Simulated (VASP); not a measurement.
Write the native input for VASP 6.6.1 that does the following.

```
Task                   : single point
Functional             : r2SCAN
Potentials or basis    : VASP PAW PBE potentials, release 64 (Ga_d, N)
Cutoff                 : 520 eV
k mesh                 : 8 × 8 × 8
Occupations            : gaussian, width 0.01 eV
Spin                   : no spin polarisation
Dipole correction      : no
Further INCAR settings : ALGO = Normal; EDIFF = 1e-06; NBANDS = 16
```

The system is GaN.

```
Ga N
1.0
     0.00000    2.10852    2.10852
     2.10852    0.00000    2.10852
     2.10852    2.10852    0.00000
Ga N
1 1
Direct
  0.00000 0.00000 0.00000
  0.50000 0.50000 0.50000
```

These files were run (other wordings do the same):

POSCAR

```
GaN
1.0
    0.0000000000      2.1085152350      2.1085152350
    2.1085152350      0.0000000000      2.1085152350
    2.1085152350      2.1085152350      0.0000000000
Ga N
1 1
Direct
    0.0000000000      0.0000000000      0.0000000000
    0.5000000000      0.5000000000      0.5000000000
```

INCAR.step1

```
PREC     = Accurate       # precision mode
ENCUT    = 520            # plane-wave cutoff, eV
ISMEAR   = 0              # smearing method
SIGMA    = 0.01           # smearing width, eV
LREAL    = False          # projectors in reciprocal space
LASPH    = True           # aspherical terms in the spheres
NELM     = 60             # most SCF steps
NBANDS   = 16             # bands
GGA      = PE             # functional
ALGO     = Normal         # electronic algorithm
EDIFF    = 1E-4           # SCF threshold, eV
LWAVE    = True           # write WAVECAR
LCHARG   = False          # write CHGCAR
```

INCAR.step2

```
PREC     = Accurate       # precision mode
ENCUT    = 520            # plane-wave cutoff, eV
EDIFF    = 1E-6           # SCF threshold, eV
ISMEAR   = 0              # smearing method
SIGMA    = 0.01           # smearing width, eV
LREAL    = False          # projectors in reciprocal space
LASPH    = True           # aspherical terms in the spheres
NELM     = 60             # most SCF steps
ALGO     = Normal         # electronic algorithm
ISIF     = 2              # what is computed and relaxed
LWAVE    = False          # write WAVECAR
LCHARG   = False          # write CHGCAR
METAGGA  = R2SCAN         # meta-GGA
LMIXTAU  = True         
NBANDS   = 16             # bands
ISTART   = 1
```

KPOINTS

```
Automatic mesh
0
Gamma
  8 8 8
```

Potentials or basis: VASP PAW PBE potentials, release 64 (Ga_d, N).

The run is started by

```console
$ cat potpaw_PBE.64/Ga_d/POTCAR potpaw_PBE.64/N/POTCAR > POTCAR
$ cp INCAR.step1 INCAR
$ mpirun -np 1 vasp_std > vasp.out
$ cp INCAR.step2 INCAR
$ mpirun -np 1 vasp_std > vasp.out
```

It gave:

| Quantity | Value |
| --- | --- |
| Pressure | 1.3 GPa |
| Band gap on the k mesh | 1.17 eV (least direct gap 3.41 eV) |

Caveat: the PAW data sets were made with another functional, which shifts forces and pressure a little.

Wall time 17 s on 1 thread of Intel(R) Xeon(R) 6975P-C (Granite Rapids), with other jobs on the host, peak memory 0.14 GiB.
